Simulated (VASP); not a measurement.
# Mo (I4_1/amd) in VASP: a series of runs

The runs below take Mo through single point, with PBE.

All numbers are computed with VASP 6.6.1; they aren't measurements. Logs are shortened: lines on timing, memory, paths and dates and some standing lists are left out, and cuts for length are marked.

## (1) The cell of the first run

The structure is tetragonal, space group I4_1/amd (No. 141). Conventional cell: a = 4.213 Å, b = 4.213 Å, c = 2.207 Å, α = 90.00°, β = 90.00°, γ = 90.00°. Within 2.9 Å of Mo (site symmetry -4m2) lie 10 Mo at 2.18 to 2.68 Å.

## (2) Single point, PBE (9.79 Å³/atom)

The input, INCAR:

```
PREC = Accurate
ENCUT = 520
EDIFF = 1E-7
ISMEAR = -1
SIGMA = 0.05
LREAL = False
LASPH = True
NELM = 100
ALGO = Normal
ISIF = 2
LWAVE = False
LCHARG = False
GGA = PE
NBANDS = 21
```

The input, KPOINTS:

```
Automatic mesh
0
Gamma
  18 18 18
```

The input, POSCAR:

```
Mo
1.0
   -2.1066870661      2.1066870661      1.1033684660
    2.1066870661     -2.1066870661      1.1033684660
    2.1066870661      2.1066870661     -1.1033684660
Mo
2
Direct
   -0.3750000000     -0.1250000000     -0.2500000000
    0.3750000000      0.1250000000      0.2500000000
```

Potentials or basis: VASP PAW PBE potentials, release 64 (Mo_sv).

On the command line:

```sh
> cat potpaw_PBE.64/Mo_sv/POTCAR > POTCAR
> mpirun -np 1 vasp_std > vasp.out
```

OUTCAR:

```text
PREC = Accurate
   ENCUT = 520
   EDIFF = 1E-7
   ISMEAR = -1
   LREAL = False
   LASPH = True
   NELM = 100
   ISIF = 2
   GGA = PE

 ion  position               nearest neighbor table
   1  0.625  0.875  0.750-   2 2.18   2 2.18   2 2.18   2 2.18   2 2.68   2 2.68   2 2.68   2 2.68
                             2 3.47   2 3.47
   2  0.375  0.125  0.250-   1 2.18   1 2.18   1 2.18   1 2.18   1 2.68   1 2.68   1 2.68   1 2.68
                             1 3.47   1 3.47

  LATTYP: Found a body centered tetragonal cell.
 ALAT       =     4.2133741322
 C/A-ratio  =     0.5237457825

  Lattice vectors:

 A1 = (  -2.1066870661,   2.1066870661,   1.1033684660)
 A2 = (   2.1066870661,  -2.1066870661,   1.1033684660)
 A3 = (   2.1066870661,   2.1066870661,  -1.1033684660)

Analysis of symmetry for initial positions (statically):
=====================================================================
 Subroutine PRICEL returns:
 Original cell was already a primitive cell.

 Routine SETGRP: Setting up the symmetry group for a
 body centered tetragonal supercell.

 Subroutine GETGRP returns: Found 16 space group operations
 (whereof  4 operations were pure point group operations)
 out of a pool of 16 trial point group operations.

The static configuration has the point symmetry C_2h.
 The point group associated with its full space group is D_4h.

Analysis of symmetry for dynamics (positions and initial velocities):
=====================================================================
 Subroutine PRICEL returns:
 Original cell was already a primitive cell.

 Routine SETGRP: Setting up the symmetry group for a
 body centered tetragonal supercell.

 Subroutine GETGRP returns: Found 16 space group operations
 (whereof  4 operations were pure point group operations)
 out of a pool of 16 trial point group operations.

The dynamic configuration has the point symmetry C_2h.
 The point group associated with its full space group is D_4h.

 Subroutine INISYM returns: Found 16 space group operations
 (whereof  4 operations are pure point group operations),
 and found     1 'primitive' translations

----------------------------------------------------------------------------------------

                                     Primitive cell

  volume of cell :      19.5876

  direct lattice vectors                    reciprocal lattice vectors
    -2.106687066  2.106687066  1.103368466     0.000000000  0.237339474  0.453157776
     2.106687066 -2.106687066  1.103368466     0.237339474  0.000000000  0.453157776
     2.106687066  2.106687066 -1.103368466     0.237339474  0.237339474  0.000000000

  length of vectors
     3.177055675  3.177055675  3.177055675     0.511548625  0.511548625  0.335648703

  position of ions in fractional coordinates (direct lattice)
     0.625000000  0.875000000  0.750000000
     0.375000000  0.125000000  0.250000000

  ion indices of the primitive-cell ions
   primitive index   ion index
                 1           1
                 2           2

----------------------------------------------------------------------------------------

 KPOINTS: Automatic mesh

Automatic generation of k-mesh.
 Grid dimensions read from file:
 generate k-points for:   18   18   18

 Generating k-lattice:

  Cartesian coordinates                     Fractional coordinates (reciprocal lattice)
     0.000000000  0.013185526  0.025175432     0.055555556 -0.000000000  0.000000000
     0.013185526  0.000000000  0.025175432    -0.000000000  0.055555556  0.000000000
     0.013185526  0.013185526  0.000000000     0.000000000  0.000000000  0.055555556

  Length of vectors
     0.028419368  0.028419368  0.018647150

  Shift w.r.t. Gamma in fractional coordinates (k-lattice)
     0.000000000  0.000000000  0.000000000

 Subroutine IBZKPT returns following result:
 ===========================================

 Found    480 irreducible k-points:

 Following reciprocal coordinates:
            Coordinates               Weight
  0.000000  0.000000  0.000000      1.000000
  0.055556  0.000000 -0.000000      8.000000
  0.111111  0.000000 -0.000000      8.000000
  0.166667  0.000000  0.000000      8.000000
  0.222222  0.000000 -0.000000      8.000000
  0.277778  0.000000  0.000000      8.000000
[... 16 lines left out ...]
 -0.277778  0.055556 -0.000000     16.000000
 -0.222222  0.055556  0.000000     16.000000
 [... further k-points ...]
   k-points           NKPTS =    480   k-points in BZ     NKDIM =    480   number of bands    NBANDS=     21
   number of dos      NEDOS =    301   number of ions     NIONS =      2
   total plane-waves  NPLWV =  13824
   dimension x,y,z NGX =    24 NGY =   24 NGZ =   24
   dimension x,y,z NGXF=    48 NGYF=   48 NGZF=   48
   ions per type =               2
   NGX,Y,Z   is equivalent  to a cutoff of  12.56, 12.56, 12.56 a.u.
   NGXF,Y,Z  is equivalent  to a cutoff of  25.12, 25.12, 25.12 a.u.
 SYSTEM =  unknown system
   PREC   = accura    normal or accurate (medium, high low for compatibility)
   ISTART =      0    job   : 0-new  1-cont  2-samecut
   ICHARG =      2    charge: 1-file 2-atom 10-const
   ISPIN  =      1    spin polarized calculation?
   LNONCOLLINEAR =      F non collinear calculations
   LSORBIT =      F    spin-orbit coupling
   LASPH  =      T    aspherical Exc in radial PAW
   ENCUT  =  520.0 eV  38.22 Ry    6.18 a.u.   5.91  5.91  5.91*2*pi/ulx,y,z
   NELM   =    100;   NELMIN=  2; NELMDL= -5     # of ELM steps
   EDIFF  = 0.1E-06   stopping-criterion for ELM
   LREAL  =      F    real-space projection
   EDIFFG = 0.1E-05   stopping-criterion for IOM
   NSW    =      0    number of steps for IOM
   IBRION =     -1    ionic relax: 0-MD 1-quasi-New 2-CG
   NFREE  =      0    steps in history (QN), initial steepest desc. (CG)
   ISIF   =      2    stress and relaxation
   ISYM   =      2    0-nonsym 1-usesym 2-fastsym
   POTIM  = 0.5000    time-step for ionic-motion
   TEBEG  =    0.0;   TEEND  =   0.0 temperature during run
   PSTRESS=    0.0 pullay stress
   NELECT =      28.0000    total number of electrons
   NUPDOWN=      -1.0000    fix difference up-down
   EMIN   =  10.00;   EMAX   =-10.00  energy-range for DOS
   EFERMI =   0.00;   METHOD = LEGACY
   ISMEAR =    -1;   SIGMA  =   0.05  broadening in eV -4-tet -1-fermi 0-gaus
   EFERMI_NEDOS =   21; number of points for ismear=-14 and -15
   IALGO  =     38    algorithm
   IMIX   =      4    mixing-type and parameters
     AMIX     =   0.40;   BMIX     =  1.00
     AMIX_MAG =   1.60;   BMIX_MAG =  1.00
  volume/ion in A,a.u.               =       9.79        66.09
  Fermi-wavevector in a.u.,A,eV,Ry     =   1.844169  3.484973 46.272843  3.400958
  Thomas-Fermi vector in A             =   2.895704
   LORBIT       =      0    0 simple, 1 ext, 2 COOP (PROOUT), +10 PAW based schemes
   GGA     = PE    functional components
   LHFCALC =     F    Hartree Fock is set to
   AEXX    =    0.0000 exact exchange contribution
   IVDW    =     0    specifies the selected vdW correction
   LEPSILON=     F    determine dielectric tensor
   LRPA    =     F    only Hartree local field effects (RPA)
 non-spin polarized calculation
  energy-cutoff  :      520.00
  volume of cell :       19.59
 maximum number of plane-waves:       538
   NGX = 11   NGY = 11   NGZ = 11

 number of electron      28.0000001 magnetization

 Free energy of the ion-electron system (eV)
  ---------------------------------------------------
  ext. energy  EPLUGINS =         0.00000000
  ---------------------------------------------------
  free energy    TOTEN  =       -10.59386152 eV

  energy without entropy =      -10.58581501  energy(sigma->0) =      -10.58983827

 E-fermi :  21.7220     XC(G=0): -16.1273

 val. band max:       21.7204816245   @ k =   0.2222   0.1111  -0.0000
 cond. band min:      21.7268451532   @ k =  -0.3333  -0.4444   0.1111
 fundamental gap:      0.0063635287
 Fermi energy:        21.7220308721

 k-point     1 :       0.0000    0.0000    0.0000
  band No.  band energies     occupation
      1     -41.2698      2.00000
      2     -38.7401      2.00000
      3     -16.5272      2.00000
      4     -16.5272      2.00000
      5     -11.6967      2.00000
      6     -11.6967      2.00000
[... 13 lines left out ...]
     20      33.6897      0.00000
     21      33.6897      0.00000

 k-point     2 :       0.0556    0.0000   -0.0000
  band No.  band energies     occupation
      1     -41.2266      2.00000
      2     -38.7292      2.00000
      3     -16.5094      2.00000
      4     -16.4641      2.00000
      5     -11.8117      2.00000
      6     -11.6855      2.00000
[... 13 lines left out ...]
     20      33.8510      0.00000
     21      34.3549      0.00000

 k-point     3 :       0.1111    0.0000   -0.0000
  band No.  band energies     occupation
      1     -41.0997      2.00000
      2     -38.6980      2.00000
      3     -16.4574      2.00000
      4     -16.2825      2.00000
      5     -12.2837      2.00000
      6     -12.1390      2.00000
[... 13 lines left out ...]
     20      34.7119      0.00000
     21      35.6174      0.00000

 k-point     4 :       0.1667    0.0000    0.0000
  band No.  band energies     occupation
      1     -40.8984      2.00000
      2     -38.6511      2.00000
      3     -16.3751      2.00000
      4     -16.0080      2.00000
      5     -13.0767      2.00000
      6     -12.8572      2.00000
[... 13 lines left out ...]
     20      36.4355      0.00000
     21      37.4125      0.00000

 k-point     5 :       0.2222    0.0000   -0.0000
  band No.  band energies     occupation
      1     -40.6383      2.00000
      2     -38.5963      2.00000
      3     -16.2698      2.00000
      4     -15.7029      2.00000
      5     -14.0093      2.00000
      6     -13.6288      2.00000
[... 13 lines left out ...]
     20      38.2242      0.00000
     21      39.2343      0.00000

 k-point     6 :       0.2778    0.0000    0.0000
  band No.  band energies     occupation
      1     -40.3417      2.00000
      2     -38.5439      2.00000
      3     -16.1518      2.00000
      4     -15.5851      2.00000
      5     -14.8833      2.00000
      6     -14.2315      2.00000
[... 13 lines left out ...]
     20      37.9750      0.00000
     21      39.7555      0.00000

 k-point     7 :       0.3333    0.0000    0.0000
  band No.  band energies     occupation
      1     -40.0384      2.00000
      2     -38.5054      2.00000
      3     -16.0728      2.00000
      4     -16.0348      2.00000
      5     -15.5133      2.00000
      6     -14.2808      2.00000
[... 13 lines left out ...]
     20      36.4635      0.00000
     21      39.1531      0.00000
[... 291 lines left out ...]
      1     -39.6979      2.00000
      2     -38.5600      2.00000
      3     -16.7610      2.00000
      4     -16.0344      2.00000
      5     -15.9149      2.00000
      6     -13.7217      2.00000
[... 13 lines left out ...]
     20      34.6644      0.00000
     21      38.7260      0.00000

 k-point    21 :      -0.3889    0.0556    0.0000
  band No.  band energies     occupation
      1     -39.9590      2.00000
      2     -38.5908      2.00000
      3     -16.2129      2.00000
      4     -15.9472      2.00000
      5     -15.5349      2.00000
      6     -13.9627      2.00000
[... 13 lines left out ...]
     20      35.7553      0.00000
     21      38.7128      0.00000

 k-point    22 :      -0.3333    0.0556   -0.0000
  band No.  band energies     occupation
      1     -40.2613      2.00000
      2     -38.6327      2.00000
      3     -16.1952      2.00000
      4     -15.4713      2.00000
      5     -14.9500      2.00000
      6     -14.0357      2.00000
[... 13 lines left out ...]
     20      37.0469      0.00000
     21      39.3431      0.00000

 k-point    23 :      -0.2778    0.0556   -0.0000
  band No.  band energies     occupation
      1     -40.5636      2.00000
      2     -38.6809      2.00000
      3     -16.3025      2.00000
      4     -15.4811      2.00000
      5     -14.1262      2.00000
      6     -13.5646      2.00000
[... 13 lines left out ...]
     20      37.3956      0.00000
     21      39.5207      0.00000

 k-point    24 :      -0.2222    0.0556    0.0000
  band No.  band energies     occupation
      1     -40.8342      2.00000
      2     -38.7258      2.00000
      3     -16.3981      2.00000
      4     -15.7984      2.00000
      5     -13.2277      2.00000
      6     -12.8379      2.00000
[... 13 lines left out ...]
     20      36.0007      0.00000
     21      38.0903      0.00000

 [... further k-points ...]

------------------------ aborting loop because EDIFF is reached ----------------------------------------

  FORCE on cell =-STRESS in cart. coord.  units (eV):
  Direction    XX          YY          ZZ          XY          YZ          ZX
  --------------------------------------------------------------------------------------
  -------------------------------------------------------------------------------------
  Total       42.1283864     42.1283864     42.2046030      0.0000000     -0.0000000     -0.0000000
  in kB     3445.9168238   3445.9168238   3452.1510087      0.0000000     -0.0000000     -0.0000000
  external PRESSURE =    3447.9948855 kB  Pullay stress =       0.0000000 kB

 VOLUME and BASIS-vectors are now :
 -----------------------------------------------------------------------------
  energy-cutoff  :      520.00
  volume of cell :       19.59
      direct lattice vectors                 reciprocal lattice vectors
    -2.106687066  2.106687066  1.103368466     0.000000000  0.237339474  0.453157776
     2.106687066 -2.106687066  1.103368466     0.237339474  0.000000000  0.453157776
     2.106687066  2.106687066 -1.103368466     0.237339474  0.237339474  0.000000000

 POSITION                                       TOTAL-FORCE (eV/Angst)
 -----------------------------------------------------------------------------------
      2.10669      1.05334      0.82753         0.000000      0.000000     -0.000000
      0.00000      1.05334      0.27584        -0.000000     -0.000000      0.000000
 -----------------------------------------------------------------------------------
    total drift:                               -0.000000      0.000000      0.000000

  FREE ENERGIE OF THE ION-ELECTRON SYSTEM (eV)
  ---------------------------------------------------
  free  energy   TOTEN  =       -10.5938615207 eV

  energy  without entropy=      -10.5858150138  energy(sigma->0) =      -10.58983827
```

It took 99 s on 1 thread of AMD EPYC 9R45 (Zen 5), shared host; peak memory 0.23 GiB.

What came out:

| Property | Result |
| --- | --- |
| Free energy | -10.5939 eV |
| Pressure | 344.8 GPa |
| Band gap on the k mesh | zero (bands 14 and 15 overlap by 5.43 eV) |

Levels at points of the mesh, in eV from the Fermi level:
| k point | band 11 | band 12 | band 13 | band 14 | band 15 | band 16 | band 17 | band 18 |
| --- | --- | --- | --- | --- | --- | --- | --- | --- |
| (0.00, 0.00, 0.00) | -7.49 | -6.02 | -5.74 | 1.99 | 1.99 | 2.27 | 2.27 | 7.66 |
| (0.50, 0.00, 0.00) | -6.52 | -3.41 | -2.33 | -0.97 | 1.61 | 3.15 | 5.31 | 6.21 |
| (0.50, 0.50, 0.00) | -4.96 | -4.96 | -1.58 | -1.58 | 3.00 | 3.00 | 4.62 | 4.62 |
| (0.50, 0.50, 0.50) | -4.45 | -4.45 | 0.48 | 0.48 | 1.10 | 1.10 | 3.55 | 3.55 |

Caveat: the cell stands under pressure.

(Continued in part 2 of 2.)

The gap in the log of VASP goes by the Fermi energy; the results here count the filled bands.